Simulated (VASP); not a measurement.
# Ga5P6 in VASP: single point with PBE

Aim: the single point of Ga5P6 with PBE.

All numbers are computed with VASP 6.6.1; they aren't measurements. Logs are shortened: lines on timing, memory, paths and dates and some standing lists are left out, and cuts for length are marked.

## (1) The cell of the first run

The cell holds a slab with vacuum, 11 atoms: a = 3.854 Å, b = 3.854 Å, c = 30.626 Å, α = 90.00°, β = 90.00°, γ = 90.00°.

## (2) Single point, PBE

INCAR reads:

```
PREC = Accurate
ENCUT = 520
EDIFF = 1E-6
ISMEAR = 0
SIGMA = 0.05
LREAL = F
LASPH = T
NELM = 60
ALGO = Fast
ISIF = 2
LWAVE = F
LCHARG = F
LDIPOL = T
IDIPOL = 3
DIPOL = 0.5 0.5 0.502
GGA = PE
NBANDS = 58
```

KPOINTS reads:

```
Automatic mesh
0
Gamma
  7 7 1
```

POSCAR reads:

```
Ga5P6
1.0
    3.8540855100      0.0000000000      0.0000000000
    0.0000000000      3.8540855100      0.0000000000
    0.0000000000      0.0000000000     30.6262501432
P Ga
6 5
Direct
    0.0000000000      0.5000000000      0.2775396910
    0.5000000000      0.0000000000      0.3665238166
    0.0000000000      0.5000000000      0.4555079423
    0.5000000000      0.0000000000      0.5466089217
    0.0000000000      0.5000000000      0.6371203407
    0.5000000000      0.0000000000      0.7278187984
    0.5000000000      0.5000000000      0.3220317590
    0.0000000000      0.0000000000      0.4110158743
    0.5000000000      0.5000000000      0.5011941821
    0.0000000000      0.0000000000      0.5922967514
    0.5000000000      0.5000000000      0.6835603884
```

Potentials or basis: VASP PAW PBE potentials, release 64 (P, Ga_d).

Started as:

```console
$ cat potpaw_PBE.64/P/POTCAR potpaw_PBE.64/Ga_d/POTCAR > POTCAR
$ mpirun -np 1 vasp_std > vasp.out
```

OUTCAR:

```text
PREC = Accurate
   ENCUT = 520
   EDIFF = 1E-6
   ISMEAR = 0
   LREAL = F
   LASPH = T
   NELM = 60
   ISIF = 2
   GGA = PE

 ion  position               nearest neighbor table
   1  0.000  0.500  0.278-   7 2.36   7 2.36
   2  0.500  0.000  0.367-   7 2.36   7 2.36   8 2.36   8 2.36
   3  0.000  0.500  0.456-   8 2.36   8 2.36   9 2.38   9 2.38
   4  0.500  0.000  0.547-   9 2.38   9 2.38  10 2.38  10 2.38
   5  0.000  0.500  0.637-  10 2.37  10 2.37  11 2.40  11 2.40
   6  0.500  0.000  0.728-  11 2.36  11 2.36
   7  0.500  0.500  0.322-   2 2.36   2 2.36   1 2.36   1 2.36
   8  0.000  0.000  0.411-   2 2.36   2 2.36   3 2.36   3 2.36
   9  0.500  0.500  0.501-   4 2.38   4 2.38   3 2.38   3 2.38
  10  0.000  0.000  0.592-   5 2.37   5 2.37   4 2.38   4 2.38
  11  0.500  0.500  0.684-   6 2.36   6 2.36   5 2.40   5 2.40

  LATTYP: Found a simple tetragonal cell.
 ALAT       =     3.8540855100
 C/A-ratio  =     7.9464376345

  Lattice vectors:

 A1 = (   3.8540855100,   0.0000000000,   0.0000000000)
 A2 = (   0.0000000000,   3.8540855100,   0.0000000000)
 A3 = (   0.0000000000,   0.0000000000,  30.6262501432)

Analysis of symmetry for initial positions (statically):
=====================================================================
 Subroutine PRICEL returns:
 Original cell was already a primitive cell.

 Routine SETGRP: Setting up the symmetry group for a
 simple tetragonal supercell.

 Subroutine GETGRP returns: Found  4 space group operations
 (whereof  4 operations were pure point group operations)
 out of a pool of 16 trial point group operations.

The static configuration has the point symmetry C_2v.

Analysis of symmetry for dynamics (positions and initial velocities):
=====================================================================
 Subroutine PRICEL returns:
 Original cell was already a primitive cell.

 Routine SETGRP: Setting up the symmetry group for a
 simple tetragonal supercell.

 Subroutine GETGRP returns: Found  4 space group operations
 (whereof  4 operations were pure point group operations)
 out of a pool of 16 trial point group operations.

The dynamic configuration has the point symmetry C_2v.

 Subroutine INISYM returns: Found  4 space group operations
 (whereof  4 operations are pure point group operations),
 and found     1 'primitive' translations

[... 119 lines left out ...]
   EFERMI_NEDOS =   21; number of points for ismear=-14 and -15
   IALGO  =     68    algorithm
   IMIX   =      4    mixing-type and parameters
     AMIX     =   0.40;   BMIX     =  1.00
     AMIX_MAG =   1.60;   BMIX_MAG =  1.00
  volume/ion in A,a.u.               =      41.36       279.09
  Fermi-wavevector in a.u.,A,eV,Ry     =   0.971264  1.835422 12.835101  0.943353
  Thomas-Fermi vector in A             =   2.101467
   LORBIT       =      0    0 simple, 1 ext, 2 COOP (PROOUT), +10 PAW based schemes
   GGA     = PE    functional components
   LHFCALC =     F    Hartree Fock is set to
   AEXX    =    0.0000 exact exchange contribution
   IVDW    =     0    specifies the selected vdW correction
   LEPSILON=     F    determine dielectric tensor
   LRPA    =     F    only Hartree local field effects (RPA)
 non-spin polarized calculation
 RMM-DIIS sequential band-by-band and
 Gauss-broadening in eV      SIGMA  =   0.05
  energy-cutoff  :      520.00
  volume of cell :      454.92
 maximum number of plane-waves:     12278
 NGX is ok and might be reduce to    30
   NGX = 15   NGY = 15   NGZ =113

 dipolmoment           0.000000      0.000000     -0.000588 electrons x Angstroem

 number of electron      95.0000015 magnetization

 dipolmoment           0.000000      0.000000      0.000969 electrons x Angstroem

 Free energy of the ion-electron system (eV)
  ---------------------------------------------------
  ext. energy  EPLUGINS =         0.00000000
  ---------------------------------------------------
  free energy    TOTEN  =       -47.29516234 eV

  energy without entropy =      -47.28510487  energy(sigma->0) =      -47.29013361

 E-fermi :  -1.0359     XC(G=0):  -5.4013

 val. band max:       -1.0514590622   @ k =  -0.2857   0.4286   0.0000
 cond. band min:      -1.0277192292   @ k =   0.1429   0.0000   0.0000
 fundamental gap:      0.0237398330
 Fermi energy:        -1.0358509883

 k-point     1 :       0.0000    0.0000    0.0000
  band No.  band energies     occupation
      1     -15.6405      2.00000
      2     -15.5602      2.00000
      3     -15.5417      2.00000
      4     -15.5416      2.00000
      5     -15.5039      2.00000
      6     -15.4887      2.00000
[... 965 lines left out ...]
     57       3.0326      0.00000
     58       3.7435      0.00000

------------------------ aborting loop because EDIFF is reached ----------------------------------------

 vacuum level on the upper side and lower side of the slab       (xc-potential included)        -0.146        -0.159

  FORCE on cell =-STRESS in cart. coord.  units (eV):
  Direction    XX          YY          ZZ          XY          YZ          ZX
  --------------------------------------------------------------------------------------
  -------------------------------------------------------------------------------------
  Total       -1.1461545     -0.4112177      0.9937735      0.0000000      0.0000000      0.0000000
  in kB       -4.0366139     -1.4482576      3.4999472      0.0000000      0.0000000      0.0000000
  external PRESSURE =      -0.6616414 kB  Pullay stress =       0.0000000 kB

 VOLUME and BASIS-vectors are now :
 -----------------------------------------------------------------------------
  energy-cutoff  :      520.00
  volume of cell :      454.92
      direct lattice vectors                 reciprocal lattice vectors
     3.854085510  0.000000000  0.000000000     0.259464923  0.000000000  0.000000000
     0.000000000  3.854085510  0.000000000     0.000000000  0.259464923  0.000000000
     0.000000000  0.000000000 30.626250143     0.000000000  0.000000000  0.032651728

 POSITION                                       TOTAL-FORCE (eV/Angst)
 -----------------------------------------------------------------------------------
      0.00000      1.92704      8.50000         0.000000      0.000000      0.003663
      1.92704      0.00000     11.22525         0.000000      0.000000      0.218072
      0.00000      1.92704     13.95050         0.000000      0.000000      0.238671
      1.92704      0.00000     16.74058         0.000000      0.000000     -0.020099
      0.00000      1.92704     19.51261         0.000000      0.000000     -0.026443
      1.92704      0.00000     22.29036         0.000000      0.000000     -0.019516
      1.92704      1.92704      9.86263         0.000000      0.000000     -0.379650
      0.00000      0.00000     12.58787         0.000000      0.000000     -0.082302
      1.92704      1.92704     15.34970         0.000000      0.000000      0.011376
      0.00000      0.00000     18.13983         0.000000      0.000000      0.026472
      1.92704      1.92704     20.93489         0.000000      0.000000      0.029757
 -----------------------------------------------------------------------------------
    total drift:                                0.000000      0.000000      0.000018

  FREE ENERGIE OF THE ION-ELECTRON SYSTEM (eV)
  ---------------------------------------------------
  free  energy   TOTEN  =       -47.2951623415 eV

  energy  without entropy=      -47.2851048719  energy(sigma->0) =      -47.29013361

 vacuum level on the upper side and lower side of the slab         5.144         5.131
```

OSZICAR:

```text
N       E                     dE             d eps       ncg     rms          rms(c)
DAV:   1     0.842455567828E+03    0.84246E+03   -0.41573E+04  1976   0.180E+03
DAV:   2     0.841744920086E+02   -0.75828E+03   -0.73220E+03  2128   0.465E+02
DAV:   3    -0.385956978070E+02   -0.12277E+03   -0.11831E+03  2278   0.165E+02
[... 20 lines left out ...]
RMM:  24    -0.472951566287E+02   -0.16039E-05   -0.51165E-07  1435   0.296E-03    0.205E-03
RMM:  25    -0.472951583031E+02   -0.16744E-05   -0.22158E-07  1372   0.216E-03    0.117E-03
RMM:  26    -0.472951600690E+02   -0.17658E-05   -0.90838E-08  1188   0.166E-03    0.709E-04
RMM:  27    -0.472951618831E+02   -0.18142E-05   -0.65114E-08   920   0.123E-03    0.600E-04
RMM:  28    -0.472951623415E+02   -0.45835E-06   -0.31994E-08   787   0.115E-03
   1 F= -.47295162E+02 E0= -.47290134E+02  d E =-.100575E-01
```

It took 8.5 min on 1 thread of Oxide Virtual Turin-like, shared host; peak memory 0.65 GiB.

What came out:

| Item | Value |
| --- | --- |
| Free energy | -47.2952 eV |
| Largest force | 0.380 eV/Å |
| Band gap on the k mesh | zero (an odd number of electrons rules out a gap without spin polarisation) |

Forces in eV/Å, atoms in the order of the input:
```
P    0.000  0.000  0.004
P    0.000  0.000  0.218
P    0.000  0.000  0.239
P    0.000  0.000 -0.020
P    0.000  0.000 -0.026
P    0.000  0.000 -0.020
Ga   0.000  0.000 -0.380
Ga   0.000  0.000 -0.082
Ga   0.000  0.000  0.011
Ga   0.000  0.000  0.026
Ga   0.000  0.000  0.030
```

Levels at points of the mesh, in eV from the Fermi level:
| k point | band 44 | band 45 | band 46 | band 47 | band 48 | band 49 | band 50 | band 51 |
| --- | --- | --- | --- | --- | --- | --- | --- | --- |
| (0.00, 0.00, 0.00) | -0.46 | 0.04 | 0.06 | 0.23 | 1.18 | 1.19 | 1.93 | 2.00 |

The gap in the log of VASP goes by the Fermi energy; the results here count the filled bands.